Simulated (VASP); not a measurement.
# ZnS (P6_3mc) in VASP: further runs, part 2 of 2

VASP 6.6.1. Earlier steps stand in the parts before.

## (3) Single point, r2SCAN (biaxial strain in the a-b plane: -2.0 %, then relaxed in part)

Input file POSCAR:

```
ZnS
1.0
    3.7303882278      0.0000000000      0.0000000000
   -1.8651941139      3.2306109712      0.0000000000
    0.0000000000      0.0000000000      6.3199779682
Zn S
2 2
Direct
    0.3333333333      0.6666666667      0.0034552003
    0.6666666667      0.3333333333      0.5034552003
    0.3333333333      0.6666666667      0.3715447997
    0.6666666667      0.3333333333      0.8715447997
```

Input file INCAR.step1:

```
SYSTEM = ZnS
ALGO = Normal
EDIFF = 1E-4
ENCUT = 520
GGA = PE
ISMEAR = 0
LASPH = .True.
LCHARG = .False.
LREAL = .False.
LWAVE = .True.
NBANDS = 26
NELM = 60
PREC = Accurate
SIGMA = 0.02
```

Input file INCAR.step2:

```
SYSTEM = ZnS
ALGO = Normal
EDIFF = 1E-6
ENCUT = 520
ISIF = 2
ISMEAR = 0
ISTART = 1
LASPH = .True.
LCHARG = .False.
LMIXTAU = .True.
LREAL = .False.
LWAVE = .False.
METAGGA = R2SCAN
NBANDS = 26
NELM = 60
PREC = Accurate
SIGMA = 0.02
```

Input file KPOINTS:

```
k-points
0
Gamma
  6 6 4
  0 0 0
```

Potentials or basis: VASP PAW PBE potentials, release 64 (Zn, S).

Run with:

```console
$ cat potpaw_PBE.64/Zn/POTCAR potpaw_PBE.64/S/POTCAR > POTCAR
$ cp INCAR.step1 INCAR
$ mpirun -np 1 vasp_std > vasp.out
$ cp INCAR.step2 INCAR
$ mpirun -np 1 vasp_std > vasp.out
```

Run time: 5.8 min. Hardware: 1 thread of Intel Xeon 8259CL, shared host; peak memory 0.21 GiB.

It converged, with:

```yaml
Free_energy: -37.6873 eV
Pressure: 2.3 GPa
Band_gap_on_the_k_mesh: 2.79 eV
```

Stress tensor (GPa, compression positive):
```
3.48 0.00 0.00
0.00 3.48 0.00
0.00 0.00 0.03
```

Levels at points of the mesh, in eV from the valence-band top:
| k point | band 16 | band 17 | band 18 | band 19 | band 20 | band 21 |
| --- | --- | --- | --- | --- | --- | --- |
| (0.00, 0.00, 0.00) | -0.28 | 0.00 | 0.00 | 2.79 | 3.93 | 6.72 |
| (0.50, 0.00, 0.00) | -2.36 | -1.94 | -0.97 | 4.13 | 4.71 | 5.22 |
| (0.00, 0.00, 0.50) | -0.47 | -0.47 | -0.47 | 4.32 | 4.32 | 7.20 |
| (0.50, 0.00, 0.50) | -1.95 | -1.71 | -1.71 | 3.81 | 3.81 | 5.58 |

Caveat: the cell differs from its parent crystal (biaxial strain in the a-b plane: -2.0 %, then relaxed in part); the PAW data sets were made with another functional, which shifts forces and pressure a little.

## (4) Single point, r2SCAN (biaxial strain in the a-b plane: -2.0 %)

Input file POSCAR:

```
ZnS
1.0
    3.7303882278      0.0000000000      0.0000000000
   -1.8651941139      3.2306109712      0.0000000000
    0.0000000000      0.0000000000      6.3197404664
Zn S
2 2
Direct
    0.3333333333      0.6666666667      0.0018757450
    0.6666666667      0.3333333333      0.5018757450
    0.3333333333      0.6666666667      0.3731242550
    0.6666666667      0.3333333333      0.8731242550
```

Input file INCAR.step1:

```
ALGO = Normal ; EDIFF = 1E-4
ENCUT = 520 ; GGA = PE
ISMEAR = 0 ; LASPH = T
LCHARG = F ; LREAL = F
LWAVE = T ; NBANDS = 26
NELM = 60 ; PREC = Accurate
SIGMA = 0.02
```

Input file INCAR.step2:

```
ALGO = Normal ; EDIFF = 1E-6
ENCUT = 520 ; ISIF = 2
ISMEAR = 0 ; ISTART = 1
LASPH = T ; LCHARG = T
LELF = T ; LMIXTAU = T
LREAL = F ; LVHAR = T
LWAVE = F ; METAGGA = R2SCAN
NBANDS = 26 ; NELM = 60
PREC = Accurate ; SIGMA = 0.02
```

Input file KPOINTS:

```
k-points
0
Gamma
  6 6 4
```

Run with:

```console
$ cat potpaw_PBE.64/Zn/POTCAR potpaw_PBE.64/S/POTCAR > POTCAR
$ cp INCAR.step1 INCAR
$ mpirun -np 1 vasp_std > vasp.out
$ cp INCAR.step2 INCAR
$ mpirun -np 1 vasp_std > vasp.out
```

Run time: 5.9 min. Hardware: 1 thread of Intel Xeon 8259CL, shared host; peak memory 0.21 GiB.

Results (log left out):

```
Free energy            : -37.6850 eV
Pressure               : 2.4 GPa
Largest force          : 0.116 eV/Å
Band gap on the k mesh : 2.80 eV
```

Forces in eV/Å, atoms in the order of the input:
```
Zn   0.000  0.000  0.116
Zn   0.000  0.000  0.116
S    0.000  0.000 -0.116
S    0.000  0.000 -0.116
```

Stress tensor (GPa, compression positive):
```
 3.87  0.00  0.00
 0.00  3.87  0.00
 0.00  0.00 -0.44
```

Levels at points of the mesh, in eV from the valence-band top:
```
           k point  band 16  band 17  band 18  band 19  band 20  band 21
(0.00, 0.00, 0.00)    -0.25     0.00     0.00     2.80     3.90     6.71
(0.50, 0.00, 0.00)    -2.35    -1.90    -1.00     4.12     4.72     5.25
(0.00, 0.00, 0.50)    -0.46    -0.46    -0.46     4.31     4.31     7.20
(0.50, 0.00, 0.50)    -1.92    -1.72    -1.72     3.83     3.83     5.56
```

Caveat: the cell differs from its parent crystal (biaxial strain in the a-b plane: -2.0 %); the PAW data sets were made with another functional, which shifts forces and pressure a little.

## (5) Single point, r2SCAN (biaxial strain in the a-b plane: -1.0 %, then relaxed in part)

Input file POSCAR:

```
ZnS
1.0
    3.7684534138      0.0000000000      0.0000000000
   -1.8842267069      3.2635763893      0.0000000000
    0.0000000000      0.0000000000      6.2816963747
Zn S
2 2
Direct
    0.3333333333      0.6666666667      0.0018757450
    0.6666666667      0.3333333333      0.5018757450
    0.3333333333      0.6666666667      0.3731242550
    0.6666666667      0.3333333333      0.8731242550
```

Input file INCAR.step1:

```
PREC     = Accurate       # precision mode
ENCUT    = 520            # plane-wave cutoff, eV
ISMEAR   = 0              # smearing method
SIGMA    = 0.02           # smearing width, eV
LREAL    = False          # projectors in reciprocal space
LASPH    = True           # aspherical terms in the spheres
NELM     = 60             # most SCF steps
NBANDS   = 26             # bands
GGA      = PE             # functional
ALGO     = Normal         # electronic algorithm
EDIFF    = 1E-4           # SCF threshold, eV
LWAVE    = True           # write WAVECAR
LCHARG   = False          # write CHGCAR
```

Input file INCAR.step2:

```
PREC     = Accurate       # precision mode
ENCUT    = 520            # plane-wave cutoff, eV
EDIFF    = 1E-6           # SCF threshold, eV
ISMEAR   = 0              # smearing method
SIGMA    = 0.02           # smearing width, eV
LREAL    = False          # projectors in reciprocal space
LASPH    = True           # aspherical terms in the spheres
NELM     = 60             # most SCF steps
ALGO     = Normal         # electronic algorithm
ISIF     = 2              # what is computed and relaxed
LWAVE    = False          # write WAVECAR
LCHARG   = True           # write CHGCAR
METAGGA  = R2SCAN         # meta-GGA
LMIXTAU  = True         
LELF     = True           # ELF
LVHAR    = True         
NBANDS   = 26             # bands
ISTART   = 1
```

Input file KPOINTS:

```
regular mesh
0
Gamma
  6 6 4
```

Run with:

```console
$ cat potpaw_PBE.64/Zn/POTCAR potpaw_PBE.64/S/POTCAR > POTCAR
$ cp INCAR.step1 INCAR
$ mpirun -np 1 vasp_std > vasp.out
$ cp INCAR.step2 INCAR
$ mpirun -np 1 vasp_std > vasp.out
```

It took 6.2 min on 1 thread of Intel Xeon 8259CL, shared host; peak memory 0.22 GiB.

It converged, with:

| Property | Result |
| --- | --- |
| Free energy | -37.7126 eV |
| Pressure | 1.2 GPa |
| Largest force | 0.007 eV/Å |
| Band gap on the k mesh | 2.80 eV |

Forces in eV/Å, atoms in the order of the input:
```
Zn   0.000  0.000 -0.007
Zn   0.000  0.000 -0.007
S    0.000  0.000  0.007
S    0.000  0.000  0.007
```

Stress tensor (GPa, compression positive):
```
1.75 0.00 0.00
0.00 1.75 0.00
0.00 0.00 0.00
```

Levels at points of the mesh, in eV from the valence-band top:
```tsv
k point	band 16	band 17	band 18	band 19	band 20	band 21
(0.00, 0.00, 0.00)	-0.18	0.00	0.00	2.80	3.77	6.84
(0.50, 0.00, 0.00)	-2.33	-1.83	-0.94	4.09	4.75	5.34
(0.00, 0.00, 0.50)	-0.48	-0.48	-0.48	4.21	4.21	7.28
(0.50, 0.00, 0.50)	-1.81	-1.69	-1.69	3.89	3.89	5.62
```

Caveat: the cell differs from its parent crystal (biaxial strain in the a-b plane: -1.0 %, then relaxed in part); the PAW data sets were made with another functional, which shifts forces and pressure a little.

## (6) Single point, r2SCAN (biaxial strain in the a-b plane: -1.0 %)

Input file POSCAR:

```
ZnS
1.0
    3.7684534138      0.0000000000      0.0000000000
   -1.8842267069      3.2635763893      0.0000000000
    0.0000000000      0.0000000000      6.2822716494
Zn S
2 2
Direct
    0.3333333333      0.6666666667      0.0003440771
    0.6666666667      0.3333333333      0.5003440771
    0.3333333333      0.6666666667      0.3746559229
    0.6666666667      0.3333333333      0.8746559229
```

Input file INCAR.step1:

```
SYSTEM = ZnS
PREC = Accurate
ENCUT = 520
ISMEAR = 0
SIGMA = 0.02
LREAL = .False.
LASPH = .True.
NELM = 80
NBANDS = 26
GGA = PE
ALGO = Normal
EDIFF = 1E-4
LWAVE = .True.
LCHARG = .False.
```

Input file INCAR.step2:

```
SYSTEM = ZnS
PREC = Accurate
ENCUT = 520
EDIFF = 1E-6
ISMEAR = 0
SIGMA = 0.02
LREAL = .False.
LASPH = .True.
NELM = 80
ALGO = Normal
ISIF = 2
LWAVE = .False.
LCHARG = .True.
METAGGA = R2SCAN
LMIXTAU = .True.
LELF = .True.
LVHAR = .True.
NBANDS = 26
ISTART = 1
```

Input file KPOINTS:

```
regular mesh
0
Gamma
  6 6 4
  0 0 0
```

Potentials or basis: VASP PAW PBE potentials, release 64 (Zn, S).

Run with:

```console
$ cat potpaw_PBE.64/Zn/POTCAR potpaw_PBE.64/S/POTCAR > POTCAR
$ cp INCAR.step1 INCAR
$ mpirun -np 1 vasp_std > vasp.out
$ cp INCAR.step2 INCAR
$ mpirun -np 1 vasp_std > vasp.out
```

Run time: 6.2 min. Hardware: 1 thread of Intel Xeon 8259CL, shared host; peak memory 0.22 GiB.

Results (log left out):

```yaml
Free_energy: -37.7106 eV
Pressure: 1.2 GPa
Largest_force: 0.105 eV/Å
Band_gap_on_the_k_mesh: 2.81 eV
```

Forces in eV/Å, atoms in the order of the input:
```
Zn   0.000  0.000  0.105
Zn   0.000  0.000  0.105
S    0.000  0.000 -0.105
S    0.000  0.000 -0.105
```

Stress tensor (GPa, compression positive):
```
 2.08  0.00  0.00
 0.00  2.08  0.00
 0.00  0.00 -0.43
```

Levels at points of the mesh, in eV from the valence-band top:
```tsv
k point	band 14	band 15	band 16	band 17	band 18	band 19	band 20	band 21	band 22	band 23
(0.00, 0.00, 0.00)	-0.89	-0.89	-0.15	0.00	0.00	2.81	3.75	6.84	6.84	6.89
(0.50, 0.00, 0.00)	-4.31	-3.43	-2.33	-1.79	-0.97	4.08	4.76	5.36	7.40	7.88
(0.00, 0.00, 0.50)	-3.00	-0.47	-0.47	-0.47	-0.47	4.20	4.20	7.28	7.28	7.30
(0.50, 0.00, 0.50)	-5.06	-1.78	-1.78	-1.70	-1.70	3.91	3.91	5.60	5.60	9.39
```

Caveat: the cell differs from its parent crystal (biaxial strain in the a-b plane: -1.0 %); the PAW data sets were made with another functional, which shifts forces and pressure a little.

## (7) Summary

| cell | gap on the mesh (eV) | pressure (GPa) | largest force (eV/Å) |
| --- | --- | --- | --- |
| a = 3.692, b = 3.692, c = 6.359 Å, angles 90.0, 90.0, 120.0°, 4 atoms, atomic positions A | 2.76 | 3.5 | 0.01 |
| a = 3.730, b = 3.730, c = 6.320 Å, angles 90.0, 90.0, 120.0°, 4 atoms, atomic positions B | 2.79 | 2.3 | - |
| a = 3.730, b = 3.730, c = 6.320 Å, angles 90.0, 90.0, 120.0°, 4 atoms, atomic positions C | 2.80 | 2.4 | 0.12 |
| a = 3.768, b = 3.768, c = 6.282 Å, angles 90.0, 90.0, 120.0°, 4 atoms, atomic positions C | 2.80 | 1.2 | 0.01 |
| a = 3.768, b = 3.768, c = 6.282 Å, angles 90.0, 90.0, 120.0°, 4 atoms, atomic positions D | 2.81 | 1.2 | 0.10 |

Alike in all rows: task single point; level r2SCAN; potentials or basis VASP PAW PBE potentials, release 64 (Zn, S); no spin polarisation; k mesh 6 × 6 × 4; cutoff (eV) 520; smearing gaussian 0.02 eV.

Caveats: the PAW data sets were made with another functional, which shifts forces and pressure a little; the cell stands under pressure (at least some runs).

Absolute energies hang on the potentials; compare differences alone.
